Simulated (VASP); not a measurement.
A run of VASP 6.6.1:

Contents of INCAR:

```
PREC     = Accurate       # precision mode
ENCUT    = 520            # plane-wave cutoff, eV
EDIFF    = 1E-6           # SCF threshold, eV
ISMEAR   = 0              # smearing method
SIGMA    = 0.1            # smearing width, eV
LREAL    = False          # projectors in reciprocal space
LASPH    = True           # aspherical terms in the spheres
NELM     = 60             # most SCF steps
ALGO     = Fast           # electronic algorithm
ISIF     = 2              # what is computed and relaxed
LWAVE    = False          # write WAVECAR
LCHARG   = False          # write CHGCAR
GGA      = PE             # functional
NBANDS   = 46             # bands
```

File KPOINTS:

```
Automatic mesh
0
Gamma
  4 4 4
```

The input POSCAR:

```
ReBi2
1.0
    5.3013860079      0.0000000000      0.0000000000
    0.0000000000      6.4703007106      0.0000000000
    0.0000000000      0.0000000000      4.0391966830
Re Bi
2 4
Direct
    0.0000000000      0.0000000000      0.0000000000
    0.5000000000      0.5000000000      0.5000000000
    0.2004000000      0.3787000000      0.0000000000
    0.7996000000      0.6213000000      0.0000000000
    0.7004000000      0.1213000000      0.5000000000
    0.2996000000      0.8787000000      0.5000000000
```

Potentials or basis: VASP PAW PBE potentials, release 64 (Re, Bi_d).

Run with:

```bash
$ cat potpaw_PBE.64/Re/POTCAR potpaw_PBE.64/Bi_d/POTCAR > POTCAR
$ mpirun -np 1 vasp_std > vasp.out
```

Hardware: 1 thread of Intel(R) Xeon(R) 6975P-C (Granite Rapids), with other jobs on the host.

Estimate the wall time of this run.

Wall time 110 s on 1 thread of Intel(R) Xeon(R) 6975P-C (Granite Rapids), on a shared host, peak memory 0.31 GiB. Counts: scf iterations 21, k points 27.
